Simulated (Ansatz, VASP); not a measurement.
Be2H3: VASP beside Ansatz

```xyz
5
Lattice="1.8440 1.0646 3.0566 -1.8440 1.0646 3.0566 0.0000 -2.1293 3.0566" Properties=species:S:1:pos:R:3 pbc="T T T"
Be    0.0000    0.0000    2.9422
Be    0.0000    0.0000    5.3406
H    -1.0378    0.5992    2.2817
H     1.0378    0.5992    2.2817
H     0.0000   -1.1983    2.2817
```

Alike in both runs: functional PBE; k mesh 12 × 12 × 12; occupations gaussian, width 0.1 eV; no spin polarisation.

Ansatz relaxed the structure, and its values are those at the end. VASP's run is a single point on that final structure, the one shown.

```csv
,VASP,Ansatz
version,VASP 6.6.1,Ansatz 0.2.0
potentials or method,"VASP PAW PBE potentials, release 64 (Be, H), cutoff 520 eV","scalar-relativistic, plane waves, PAW"
valence electrons in the cell,7,7
```

```tsv
	VASP	Ansatz	Ansatz less VASP
gap on the k mesh at the Fermi level (eV)	none	none	-
pressure (GPa)	0.0	0.0	+0.03
rms of the force components (eV/Å)	0.012	0.004	-0.0076
```

A gap of «none» marks a metal or a gap that the smearing closes.
